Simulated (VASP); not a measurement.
Input of a VASP 6.6.1 run:

The input INCAR:

```
PREC = Accurate
ENCUT = 600
EDIFF = 1E-6
ISMEAR = 0
SIGMA = 0.1
LREAL = False
LASPH = True
NELM = 150
ALGO = Normal
ISIF = 3
LWAVE = False
LCHARG = False
ISPIN = 2
MAGMOM = 1 0
LORBIT = 11
LMAXMIX = 4
LDAU = True
LDAUTYPE = 2
LDAUL = 2 -1
LDAUU = 6.2 0
LDAUJ = 0 0
LDAUPRINT = 1
GGA = PE
IBRION = 2
NSW = 80
EDIFFG = -0.01
```

The input KPOINTS:

```
Automatic mesh
0
Gamma
  12 12 12
```

POSCAR

```
WSe
1.0
    0.0000000000      2.8710028295      2.8710028295
    2.8710028295      0.0000000000      2.8710028295
    2.8710028295      2.8710028295      0.0000000000
W Se
1 1
Direct
    0.0000000000      0.0000000000      0.0000000000
    0.5000000000      0.5000000000      0.5000000000
```

Potentials or basis: VASP PAW PBE potentials, release 64 (W_sv, Se).

Command:

```bash
$ cat potpaw_PBE.64/W_sv/POTCAR potpaw_PBE.64/Se/POTCAR > POTCAR
$ mpirun -np 1 vasp_std > vasp.out
```

Problem. Predict the net moment.

Solution. 3.86 μB per cell.

Problem. Estimate the relaxed volume.

Solution. 22.66 Å³/atom.

Problem. What does it give for the site moments?

Solution. W +3.16; Se -0.06 μB.

The path:
```
step  energy change (eV)  largest force (eV/Å)  pressure (GPa)  volume (Å³)
   1              0.0000                0.0000           -2.59        47.33
   2             -0.0167                0.0000            0.59        44.76
   3             -0.0176                0.0000            0.09        45.21
   4             -0.0176                0.0000            0.07        45.27
   5             -0.0172                0.0000           -0.42        45.58
   6             -0.0176                0.0000           -0.05        45.32
```

 The state reached can hang on the start; a lower one may exist.
